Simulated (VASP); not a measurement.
Here is a VASP 6.6.1 calculation.

Contents of POSCAR:

```
NaH
1.0
    0.0000000000      2.2861368761      2.4770293052
    2.2861368761      0.0000000000      2.4770293052
    2.2861368761      2.2861368761      0.0000000000
Na H
1 1
Direct
    0.0000000000      0.0000000000      0.0000000000
    0.5000000000      0.5000000000      0.5000000000
```

The input INCAR.step1:

```
  PREC = Accurate
  ENCUT = 520
  ISMEAR = -1
  SIGMA = 0.2
  LREAL = F
  LASPH = T
  NELM = 60
  NBANDS = 11
  GGA = PE
  ALGO = Normal
  EDIFF = 1E-4
  LWAVE = T
  LCHARG = F
```

Contents of INCAR.step2:

```
  PREC = Accurate
  ENCUT = 520
  EDIFF = 1E-6
  ISMEAR = -1
  SIGMA = 0.2
  LREAL = F
  LASPH = T
  NELM = 60
  ALGO = Normal
  ISIF = 2
  LWAVE = F
  LCHARG = F
  METAGGA = R2SCAN
  LMIXTAU = T
  NBANDS = 11
  ISTART = 1
```

The input KPOINTS:

```
regular mesh
0
Gamma
  10 10 10
```

Potentials or basis: VASP PAW PBE potentials, release 64 (Na_pv, H).

Launch:

```sh
$ cat potpaw_PBE.64/Na_pv/POTCAR potpaw_PBE.64/H/POTCAR > POTCAR
$ cp INCAR.step1 INCAR
$ mpirun -np 1 vasp_std > vasp.out
$ cp INCAR.step2 INCAR
$ mpirun -np 1 vasp_std > vasp.out
```

Question: Predict the band gap on the k mesh.

Answer: 4.49 eV, indirect (least direct gap 5.19 eV).

Question: Predict the pressure.

Answer: 1.8 GPa.

Stress tensor (GPa, compression positive):
```
 3.02  0.00  0.00
 0.00  3.02  0.00
 0.00  0.00 -0.59
```

Caveat: the PAW data sets were made with another functional, which shifts forces and pressure a little. A k mesh can miss the band edges.
